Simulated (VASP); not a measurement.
**Sc4Be: single point with PBE**

The system is Sc4Be.

```
Sc Be
1.0
     4.93274    0.00000    0.00000
     0.00000    4.93274    0.00000
     0.00000    0.00000    4.93274
Sc Be
4 1
Direct
  0.27820 0.27820 0.27820
  0.72180 0.72180 0.27820
  0.27820 0.72180 0.72180
  0.72180 0.27820 0.72180
  0.00000 0.00000 0.00000
```

| Quantity | Value |
| --- | --- |
| Program | VASP 6.6.1 |
| Task | single point |
| Functional | PBE |
| Potentials or basis | VASP PAW PBE potentials, release 64 (Sc_sv, Be) |
| Cutoff | 520 eV |
| k mesh | 8 × 8 × 8 |
| Occupations | gaussian, width 0.1 eV |
| Spin | no spin polarisation |
| Dipole correction | no |
| Further INCAR settings | ALGO = Normal; EDIFF = 1e-07; NBANDS = 31 |

The pressure is 0.0 GPa, the largest force is 0.005 eV/Å and the band gap on the k mesh is zero (band 23 reaches 3.21 eV, above the bottom of band 24 at 2.47 eV).

Forces on the atoms (eV/Å):
```
Sc  -0.003 -0.003 -0.003
Sc   0.003  0.003 -0.003
Sc  -0.003  0.003  0.003
Sc   0.003 -0.003  0.003
Be   0.000  0.000  0.000
```

Levels at points of the mesh, in eV from the Fermi level:
| k point | band 19 | band 20 | band 21 | band 22 | band 23 | band 24 | band 25 | band 26 | band 27 | band 28 |
| --- | --- | --- | --- | --- | --- | --- | --- | --- | --- | --- |
| (0.00, 0.00, 0.00) | -1.54 | -1.54 | -0.96 | -0.16 | -0.16 | 0.43 | 1.19 | 1.19 | 1.21 | 1.21 |
| (0.50, 0.00, 0.00) | -0.78 | -0.78 | -0.31 | -0.27 | 0.20 | 0.22 | 0.53 | 0.76 | 0.96 | 1.09 |
| (0.50, 0.50, 0.00) | -2.07 | -1.84 | -0.72 | 0.02 | 0.02 | 0.25 | 0.54 | 0.79 | 1.05 | 1.05 |
| (0.50, 0.50, 0.50) | -1.70 | -1.70 | -0.55 | -0.55 | -0.55 | -0.54 | 1.16 | 1.16 | 1.16 | 1.43 |

Wall time 120 s on 1 thread of Intel(R) Xeon(R) Platinum 8375C CPU @ 2.90GHz (Ice Lake), on a shared host, peak memory 0.29 GiB.
